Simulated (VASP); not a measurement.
A run of VASP 6.6.1:

INCAR

```
SYSTEM = MgO
ALGO = Normal ; EDIFF = 1E-6
ENCUT = 520 ; GGA = PE
ISIF = 2 ; ISMEAR = 0
LASPH = .TRUE. ; LCHARG = .FALSE.
LREAL = .FALSE. ; LWAVE = .FALSE.
NBANDS = 16 ; NELM = 60
PREC = Accurate ; SIGMA = 0.05
```

KPOINTS

```
k-points
0
G
  9 9 6
  0 0 0
```

POSCAR

```
MgO
1.0
    3.4837147668      0.0000000000      0.0000000000
   -1.7418573834      3.0169854876      0.0000000000
    0.0000000000      0.0000000000      4.4006284934
Mg O
2 2
Direct
    0.6666666667      0.3333333333      0.7500000000
    0.3333333333      0.6666666667      0.2500000000
    0.6666666667      0.3333333333      0.2500000000
    0.3333333333      0.6666666667      0.7500000000
```

Potentials or basis: VASP PAW PBE potentials, release 64 (Mg, O).

The run is started by

```bash
$ cat potpaw_PBE.64/Mg/POTCAR potpaw_PBE.64/O/POTCAR > POTCAR
$ mpirun -np 1 vasp_std > vasp.out
```

Hardware: 1 thread of AMD EPYC 7R13, on a shared host.

Task: Estimate the wall time of this run.

Result: Wall time 58 s on 1 thread of AMD EPYC 7R13, on a shared host, peak memory 0.16 GiB. Counts: scf iterations 13, k points 48.
